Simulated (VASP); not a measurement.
A run of VASP 6.6.1:

INCAR

```
  ALGO = Normal
  EDIFF = 1E-6
  ENCUT = 520
  GGA = PE
  ISIF = 2
  ISMEAR = 0
  LASPH = T
  LCHARG = F
  LREAL = F
  LWAVE = F
  NBANDS = 16
  NELM = 60
  PREC = Accurate
  SIGMA = 0.05
```

KPOINTS

```
k-points
0
Gamma
  14 14 14
```

POSCAR

```
GaN
1.0
    0.0000000000      2.1032064750      2.1032064750
    2.1352350000     -0.0320285250      2.1352350000
    2.1352350000      2.1352350000     -0.0320285250
Ga N
1 1
Direct
    0.0000000000      0.0000000000      0.0000000000
    0.5000000000      0.5000000000      0.5000000000
```

Potentials or basis: VASP PAW PBE potentials, release 64 (Ga_d, N).

Run with:

```sh
$ cat potpaw_PBE.64/Ga_d/POTCAR potpaw_PBE.64/N/POTCAR > POTCAR
$ mpirun -np 1 vasp_std > vasp.out
```

Hardware: 1 thread of Intel(R) Xeon(R) Platinum 8375C CPU @ 2.90GHz (Ice Lake), with other jobs on the host.

Estimate the wall time of this run.

Run time: 2.6 min on 1 thread of Intel(R) Xeon(R) Platinum 8375C CPU @ 2.90GHz (Ice Lake), on a shared host, peak memory 0.24 GiB. Counts: scf iterations 13, k points 428.
